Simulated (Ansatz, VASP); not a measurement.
Two plane-wave programs on Si

The input INCAR:

```
SYSTEM = Si
PREC     = Accurate       ! precision mode
ENCUT    = 600            ! plane-wave cutoff, eV
EDIFF    = 1E-6           ! SCF threshold, eV
ISMEAR   = 0              ! smearing method
SIGMA    = 0.1            ! smearing width, eV
LREAL    = .False.        ! projectors in reciprocal space
LASPH    = .True.         ! aspherical terms in the spheres
NELM     = 100            ! most SCF steps
ALGO     = Normal         ! electronic algorithm
ISIF     = 3              ! what is computed and relaxed
LWAVE    = .False.        ! write WAVECAR
LCHARG   = .False.        ! write CHGCAR
GGA      = PE             ! functional
IBRION   = 2              ! ionic algorithm
NSW      = 90             ! ionic steps
EDIFFG   = -0.04          ! ionic threshold
```

The input KPOINTS:

```
Automatic mesh
0
Gamma
  4 4 4
  0 0 0
```

File POSCAR:

```
Si
1.0
   -3.6252448200      3.6252448200      3.6252448200
    3.6252448200     -3.6252448200      3.6252448200
    3.6252448200      3.6252448200     -3.6252448200
Si
12
Direct
    0.1250000000      0.7500000000      0.8750000000
    0.7500000000      0.3750000000      0.6250000000
    0.6250000000      0.3750000000      0.2500000000
    0.7500000000      0.8750000000      0.1250000000
    0.1250000000      0.8750000000      0.2500000000
    0.2500000000      0.1250000000      0.8750000000
    0.8750000000      0.1250000000      0.7500000000
    0.3750000000      0.6250000000      0.7500000000
    0.3750000000      0.2500000000      0.6250000000
    0.8750000000      0.2500000000      0.1250000000
    0.2500000000      0.6250000000      0.3750000000
    0.6250000000      0.7500000000      0.3750000000
```

Input for Ansatz:

```yaml
crystal:
  lattice:
    - [-3.62524482, 3.62524482, 3.62524482]
    - [3.62524482, -3.62524482, 3.62524482]
    - [3.62524482, 3.62524482, -3.62524482]
  atoms:
    - { symbol: Si, position: [0.125, 0.75, 0.875] }
    - { symbol: Si, position: [0.75, 0.375, 0.625] }
    - { symbol: Si, position: [0.625, 0.375, 0.25] }
    - { symbol: Si, position: [0.75, 0.875, 0.125] }
    - { symbol: Si, position: [0.125, 0.875, 0.25] }
    - { symbol: Si, position: [0.25, 0.125, 0.875] }
    - { symbol: Si, position: [0.875, 0.125, 0.75] }
    - { symbol: Si, position: [0.375, 0.625, 0.75] }
    - { symbol: Si, position: [0.375, 0.25, 0.625] }
    - { symbol: Si, position: [0.875, 0.25, 0.125] }
    - { symbol: Si, position: [0.25, 0.625, 0.375] }
    - { symbol: Si, position: [0.625, 0.75, 0.375] }
basis:
  ecutwfc: 420
kpoints:
  mp_grid: { grid: [4, 4, 4] }
hamiltonian:
  xc: pbe
scf:
  occupations: { method: gaussian, width: 0.1 }
  lower_state_search: "off"
output:
  forces: true
  stress: true
  eigenvalues: true
relax:
  adjacent_minimum: "off"
  f_tol: 0.04
  max_steps: 70
  cell: { stress_tol: 0.4 }
```

Alike in both runs: task relaxation of cell and atoms; functional PBE; k mesh 4 × 4 × 4; occupations gaussian, width 0.1 eV; no spin polarisation.

|  | VASP | Ansatz |
| --- | --- | --- |
| version | VASP 6.6.1 | Ansatz 0.2.0 |
| potentials or method | VASP PAW PBE potentials, release 64 (Si), cutoff 600 eV | scalar-relativistic, plane waves, PAW |
| valence electrons in the cell | 48 | 48 |

Ansatz gave:

- gap on the k mesh at the Fermi level, each at its own relaxed structure (eV): 0.38
- relaxed volume (Å³/atom): 19.58
- relaxed cell length with the largest relative difference (Å): 6.733

Q: Which values does VASP return?

A: gap on the k mesh at the Fermi level, each at its own relaxed structure (eV): 0.39; relaxed volume (Å³/atom): 19.63; relaxed cell length with the largest relative difference (Å): 6.739.

Noted on VASP's run: the volume moved by over 15 % at a fixed basis, so the end points are rough.
